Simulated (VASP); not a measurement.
# Ti (P6_3/mmc) in VASP: relaxation of cell and atoms with PBE

Aim: the relaxation of cell and atoms of Ti with PBE.

Everything below comes from runs of VASP 6.6.1. Logs are shortened: lines on timing, memory, paths and dates and some standing lists are left out, and cuts for length are marked.

## 1. The cell of the first run

Symmetry: P6_3/mmc, No. 194, hexagonal system. Conventional cell: a = 2.938 Å, b = 2.938 Å, c = 4.651 Å, α = 90.00°, β = 90.00°, γ = 120.00°. Within 3.8 Å of Ti (site symmetry -6m2) lie 12 Ti at 2.88 to 2.94 Å.

## 2. Relaxation of cell and atoms, PBE

INCAR

```
ALGO = Fast ; EDIFF = 1E-6
EDIFFG = -0.001 ; ENCUT = 600
GGA = PE ; IBRION = 2
ISIF = 3 ; ISMEAR = -1
LASPH = T ; LCHARG = F
LREAL = F ; LWAVE = F
NELM = 80 ; NSW = 80
PREC = Accurate ; SIGMA = 0.15
```

KPOINTS

```
k-points
0
Gamma
  18 18 10
```

POSCAR

```
Ti
1.0
    2.9384580612      0.0000000000      0.0000000000
   -1.4692290306      2.5447793290      0.0000000000
    0.0000000000      0.0000000000      4.6506340144
Ti
2
Direct
    0.3333333333      0.6666666667      0.2500000000
    0.6666666667      0.3333333333      0.7500000000
```

Potentials or basis: VASP PAW PBE potentials, release 64 (Ti_sv).

Command:

```
$ cat potpaw_PBE.64/Ti_sv/POTCAR > POTCAR
$ mpirun -np 1 vasp_std > vasp.out
```

OUTCAR:

```text
EDIFF = 1E-6
   EDIFFG = -0.001
   ENCUT = 600
   GGA = PE
   IBRION = 2
   ISIF = 3
   ISMEAR = -1
   LASPH = T
   LREAL = F
   NELM = 80
   NSW = 80
   PREC = Accurate

 ion  position               nearest neighbor table
   1  0.333  0.667  0.250-   2 2.88   2 2.88   2 2.88   2 2.88   2 2.88   2 2.88
   2  0.667  0.333  0.750-   1 2.88   1 2.88   1 2.88   1 2.88   1 2.88   1 2.88

  LATTYP: Found a hexagonal cell.
 ALAT       =     2.9384580612
 C/A-ratio  =     1.5826783699

  Lattice vectors:

 A1 = (   2.9384580612,   0.0000000000,   0.0000000000)
 A2 = (  -1.4692290306,   2.5447793290,   0.0000000000)
 A3 = (   0.0000000000,   0.0000000000,   4.6506340144)

Analysis of symmetry for initial positions (statically):
=====================================================================
 Subroutine PRICEL returns:
 Original cell was already a primitive cell.

 Routine SETGRP: Setting up the symmetry group for a
 hexagonal supercell.

 Subroutine GETGRP returns: Found 24 space group operations
 (whereof 12 operations were pure point group operations)
 out of a pool of 24 trial point group operations.

The static configuration has the point symmetry D_3d.
 The point group associated with its full space group is D_6h.

Analysis of symmetry for dynamics (positions and initial velocities):
=====================================================================
 Subroutine PRICEL returns:
 Original cell was already a primitive cell.

 Routine SETGRP: Setting up the symmetry group for a
 hexagonal supercell.

 Subroutine GETGRP returns: Found 24 space group operations
 (whereof 12 operations were pure point group operations)
 out of a pool of 24 trial point group operations.

The dynamic configuration has the point symmetry D_3d.
 The point group associated with its full space group is D_6h.

 Subroutine INISYM returns: Found 24 space group operations
 (whereof 12 operations are pure point group operations),
 and found     1 'primitive' translations

----------------------------------------------------------------------------------------

                                     Primitive cell

  volume of cell :      34.7762

  direct lattice vectors                    reciprocal lattice vectors
     2.938458061  0.000000000  0.000000000     0.340314539  0.196480691  0.000000000
    -1.469229031  2.544779329  0.000000000     0.000000000  0.392961381  0.000000000
     0.000000000  0.000000000  4.650634014     0.000000000  0.000000000  0.215024445

  length of vectors
     2.938458061  2.938458061  4.650634014     0.392961381  0.392961381  0.215024445

  position of ions in fractional coordinates (direct lattice)
     0.333333333  0.666666667  0.250000000
     0.666666667  0.333333333  0.750000000

  ion indices of the primitive-cell ions
   primitive index   ion index
                 1           1
                 2           2

----------------------------------------------------------------------------------------

 KPOINTS: k-points

Automatic generation of k-mesh.
 Grid dimensions read from file:
 generate k-points for:   18   18   10

 Generating k-lattice:

  Cartesian coordinates                     Fractional coordinates (reciprocal lattice)
     0.018906363  0.010915594  0.000000000     0.055555556  0.000000000  0.000000000
     0.000000000  0.021831188  0.000000000     0.000000000  0.055555556  0.000000000
     0.000000000  0.000000000  0.021502445     0.000000000  0.000000000  0.100000000

  Length of vectors
     0.021831188  0.021831188  0.021502445

  Shift w.r.t. Gamma in fractional coordinates (k-lattice)
     0.000000000  0.000000000  0.000000000

 Subroutine IBZKPT returns following result:
 ===========================================

 Found    222 irreducible k-points:

 Following reciprocal coordinates:
            Coordinates               Weight
  0.000000  0.000000  0.000000      1.000000
  0.055556 -0.000000  0.000000      6.000000
  0.111111 -0.000000  0.000000      6.000000
  0.166667 -0.000000  0.000000      6.000000
  0.222222 -0.000000  0.000000      6.000000
  0.277778  0.000000  0.000000      6.000000
[... 16 lines left out ...]
  0.333333  0.111111  0.000000     12.000000
  0.388889  0.111111  0.000000     12.000000
 [... further k-points ...]
   k-points           NKPTS =    222   k-points in BZ     NKDIM =    222   number of bands    NBANDS=     16
   number of dos      NEDOS =    301   number of ions     NIONS =      2
   total plane-waves  NPLWV =  23040
   dimension x,y,z NGX =    24 NGY =   24 NGZ =   40
   dimension x,y,z NGXF=    48 NGYF=   48 NGZF=   80
   ions per type =               2
   NGX,Y,Z   is equivalent  to a cutoff of  13.58, 13.58, 14.30 a.u.
   NGXF,Y,Z  is equivalent  to a cutoff of  27.16, 27.16, 28.60 a.u.
 SYSTEM =  unknown system
   PREC   = accura    normal or accurate (medium, high low for compatibility)
   ISTART =      0    job   : 0-new  1-cont  2-samecut
   ICHARG =      2    charge: 1-file 2-atom 10-const
   ISPIN  =      1    spin polarized calculation?
   LNONCOLLINEAR =      F non collinear calculations
   LSORBIT =      F    spin-orbit coupling
   LASPH  =      T    aspherical Exc in radial PAW
   ENCUT  =  600.0 eV  44.10 Ry    6.64 a.u.   5.87  5.87  9.29*2*pi/ulx,y,z
   NELM   =     80;   NELMIN=  2; NELMDL= -5     # of ELM steps
   EDIFF  = 0.1E-05   stopping-criterion for ELM
   LREAL  =      F    real-space projection
   EDIFFG = -.1E-02   stopping-criterion for IOM
   NSW    =     80    number of steps for IOM
   IBRION =      2    ionic relax: 0-MD 1-quasi-New 2-CG
   NFREE  =      1    steps in history (QN), initial steepest desc. (CG)
   ISIF   =      3    stress and relaxation
   ISYM   =      2    0-nonsym 1-usesym 2-fastsym
   POTIM  = 0.5000    time-step for ionic-motion
   TEBEG  =    0.0;   TEEND  =   0.0 temperature during run
   PSTRESS=    0.0 pullay stress
   NELECT =      24.0000    total number of electrons
   NUPDOWN=      -1.0000    fix difference up-down
   EMIN   =  10.00;   EMAX   =-10.00  energy-range for DOS
   EFERMI =   0.00;   METHOD = LEGACY
   ISMEAR =    -1;   SIGMA  =   0.15  broadening in eV -4-tet -1-fermi 0-gaus
   EFERMI_NEDOS =   21; number of points for ismear=-14 and -15
   IALGO  =     68    algorithm
   IMIX   =      4    mixing-type and parameters
     AMIX     =   0.40;   BMIX     =  1.00
     AMIX_MAG =   1.60;   BMIX_MAG =  1.00
  volume/ion in A,a.u.               =      17.39       117.34
  Fermi-wavevector in a.u.,A,eV,Ry     =   1.446721  2.733905 28.476998  2.093000
  Thomas-Fermi vector in A             =   2.564757
   LORBIT       =      0    0 simple, 1 ext, 2 COOP (PROOUT), +10 PAW based schemes
   GGA     = PE    functional components
   LHFCALC =     F    Hartree Fock is set to
   AEXX    =    0.0000 exact exchange contribution
   IVDW    =     0    specifies the selected vdW correction
   LEPSILON=     F    determine dielectric tensor
   LRPA    =     F    only Hartree local field effects (RPA)
 conjugate gradient relaxation of ions
 non-spin polarized calculation
 RMM-DIIS sequential band-by-band and
  energy-cutoff  :      600.00
  volume of cell :       34.78
 maximum number of plane-waves:      1182
 NGX is ok and might be reduce to    24
   NGX = 11   NGY = 11   NGZ = 19

--------------------------------------- Ionic step        1  -------------------------------------------

 number of electron      23.9999994 magnetization

 Free energy of the ion-electron system (eV)
  ---------------------------------------------------
  ext. energy  EPLUGINS =         0.00000000
  ---------------------------------------------------
  free energy    TOTEN  =       -15.75833782 eV

  energy without entropy =      -15.56749775  energy(sigma->0) =      -15.66291778

------------------------ aborting loop because EDIFF is reached ----------------------------------------

  FORCE on cell =-STRESS in cart. coord.  units (eV):
  Direction    XX          YY          ZZ          XY          YZ          ZX
  --------------------------------------------------------------------------------------
  -------------------------------------------------------------------------------------
  Total        0.0256901      0.0256901      0.0763130      0.0000000     -0.0000000      0.0000000
  in kB        1.1835702      1.1835702      3.5158233      0.0000000     -0.0000000      0.0000000
  external PRESSURE =       1.9609879 kB  Pullay stress =       0.0000000 kB
[... 89 lines left out ...]
  FREE ENERGIE OF THE ION-ELECTRON SYSTEM (eV)
  ---------------------------------------------------
  free  energy   TOTEN  =       -15.7584036374 eV

  energy  without entropy=      -15.5668315329  energy(sigma->0) =      -15.66261759

[... ionic steps 4 to 39 ...]

--------------------------------------- Ionic step       40  -------------------------------------------

 number of electron      23.9999993 magnetization

------------------------ aborting loop because EDIFF is reached ----------------------------------------

  FORCE on cell =-STRESS in cart. coord.  units (eV):
  Direction    XX          YY          ZZ          XY          YZ          ZX
  --------------------------------------------------------------------------------------
  -------------------------------------------------------------------------------------
  Total       -0.0094036     -0.0094036     -0.0131651      0.0000000      0.0000000      0.0000000
  in kB       -0.4323706     -0.4323706     -0.6053238      0.0000000      0.0000000      0.0000000
  external PRESSURE =      -0.4900216 kB  Pullay stress =       0.0000000 kB
[... 57 lines left out ...]
  energy  without entropy=      -15.5668253699  energy(sigma->0) =      -15.66262303

--------------------------------------- Ionic step       42  -------------------------------------------

 number of electron      23.9999993 magnetization

 Free energy of the ion-electron system (eV)
  ---------------------------------------------------
  ext. energy  EPLUGINS =         0.00000000
  ---------------------------------------------------
  free energy    TOTEN  =       -15.75842064 eV

  energy without entropy =      -15.56684117  energy(sigma->0) =      -15.66263091

 E-fermi :   8.2640     XC(G=0): -11.4818

 val. band max:        8.2627304755   @ k =   0.2778   0.2778   0.3000
 cond. band min:       8.2678739496   @ k =   0.3889   0.2222   0.3000
 fundamental gap:      0.0051434741
 Fermi energy:         8.2640428565

 k-point     1 :       0.0000    0.0000    0.0000
  band No.  band energies     occupation
      1     -48.5413      2.00000
      2     -48.4069      2.00000
      3     -25.1143      2.00000
      4     -24.4958      2.00000
      5     -24.4958      2.00000
      6     -24.4141      2.00000
[... 8 lines left out ...]
     15       9.5765      0.00032
     16       9.5765      0.00032
[... 420 lines left out ...]
  band No.  band energies     occupation
      1     -48.4253      2.00000
      2     -48.3812      2.00000
      3     -24.9362      2.00000
      4     -24.8206      2.00000
      5     -24.8122      2.00000
      6     -24.6605      2.00000
[... 8 lines left out ...]
     15       9.4719      0.00064
     16      11.4089      0.00000

 [... further k-points ...]
[... 5 lines left out ...]
  --------------------------------------------------------------------------------------
  -------------------------------------------------------------------------------------
  Total        0.0016868      0.0016868      0.0001210      0.0000000     -0.0000000      0.0000000
  in kB        0.0775674      0.0775674      0.0055637      0.0000000     -0.0000000      0.0000000
  external PRESSURE =       0.0535662 kB  Pullay stress =       0.0000000 kB
[... 17 lines left out ...]
  FREE ENERGIE OF THE ION-ELECTRON SYSTEM (eV)
  ---------------------------------------------------
  free  energy   TOTEN  =       -15.7584206383 eV

  energy  without entropy=      -15.5668411746  energy(sigma->0) =      -15.66263091

 reached required accuracy - stopping structural energy minimisation
```

Run time: 52 min. Hardware: 1 thread of Intel Xeon 8259CL, shared host; peak memory 0.29 GiB.

Results:

| Property | Result |
| --- | --- |
| Free energy | -15.7584 eV |
| Relaxed volume | 17.42 Å³/atom |
| Relaxed cell | a = 2.938 Å, b = 2.938 Å, c = 4.660 Å, α = 90.00°, β = 90.00°, γ = 120.00° |
| Space group after relaxing (to 0.1 Å) | P6_3/mmc (No. 194) |
| Energy gained by relaxing | 0.0 meV/atom |
| Ionic steps | 42 |
| Pressure after relaxing | 0.0 GPa |
| Band gap on the k mesh | zero (bands 12 and 13 overlap by 1.10 eV) |

Final structure:
```yaml
crystal:
  lattice:
    - [2.93813, 0.00000, 0.00000]
    - [-1.46906, 2.54449, 0.00000]
    - [0.00000, 0.00000, 4.66039]
  atoms:
    - { symbol: Ti, position: [0.33333, 0.66667, 0.25000] }
    - { symbol: Ti, position: [0.66667, 0.33333, 0.75000] }
```
